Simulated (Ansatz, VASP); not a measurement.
## Br in VASP and in Ansatz

Contents of INCAR:

```
SYSTEM = Br
ALGO = Normal
EDIFF = 1E-6
ENCUT = 520
ISIF = 2
ISMEAR = -1
LASPH = .TRUE.
LCHARG = .FALSE.
LREAL = .FALSE.
LWAVE = .FALSE.
NBANDS = 22
NELM = 60
PREC = Accurate
SIGMA = 0.05
```

The input KPOINTS:

```
k-points
0
G
  7 7 3
  0 0 0
```

The input POSCAR:

```
Br
1.0
    3.2945929801     -2.2751377168      0.0000000000
    3.2945929801      2.2751377168      0.0000000000
    0.0000000000      0.0000000000      8.5246521939
Br
4
Direct
    0.3651000000      0.6349000000      0.3901000000
    0.1349000000      0.8651000000      0.8901000000
    0.6349000000      0.3651000000      0.6099000000
    0.8651000000      0.1349000000      0.1099000000
```

The input input.yaml:

```yaml
crystal:
  lattice:
    - [3.2945929801, -2.2751377168, 0.0]
    - [3.2945929801, 2.2751377168, 0.0]
    - [0.0, 0.0, 8.5246521939]
  atoms:
    - { symbol: Br, position: [0.3651, 0.6349, 0.3901] }
    - { symbol: Br, position: [0.1349, 0.8651, 0.8901] }
    - { symbol: Br, position: [0.6349, 0.3651, 0.6099] }
    - { symbol: Br, position: [0.8651, 0.1349, 0.1099] }
hamiltonian:
  xc: lda
  pseudopotentials: { kind: paw }
kpoints:
  mp_grid: { grid: [7, 7, 3] }
scf:
  occupations: { method: fermi_dirac, width: 0.05 }
output:
  forces: true
  stress: true
  eigenvalues: true
  write_density: true
  write_potential: true
  elf: true
  volumetric_format: npy
```

Alike in both runs: task single point; functional LDA; k mesh 7 × 7 × 3; occupations fermi-dirac, width 0.05 eV; no spin polarisation.

```csv
,VASP,Ansatz
version,VASP 6.6.1,Ansatz 0.2.0
potentials or method,"VASP PAW LDA potentials, release 64 (Br)",Ansatz PAW
plane-wave cutoff (eV),520,420
valence electrons in the cell,28,28
```

VASP gave:

```
gap on the k mesh at the Fermi level (eV)                     : 1.95
least direct gap on the mesh (eV)                             : 1.97
pressure (GPa)                                                : 0.7
traceless stress, the component that is largest in VASP (GPa) : 2.45
rms of the force components (eV/Å)                            : 0.862
```

Task: Which values does Ansatz return?

Result: gap on the k mesh at the Fermi level (eV): 1.95; least direct gap on the mesh (eV): 1.97; pressure (GPa): 0.6; traceless stress, the component that is largest in VASP (GPa): 2.36; rms of the force components (eV/Å): 0.840.

LDA's correlation is that of Perdew and Zunger in VASP and of Perdew and Wang (1992) in Ansatz. Atom by atom the forces differ by 0.022 eV/Å (rms over components).

Noted on Ansatz's run: odd divisions of the mesh miss points on the zone boundary, where band edges often lie, so the gap on the mesh can be too wide.
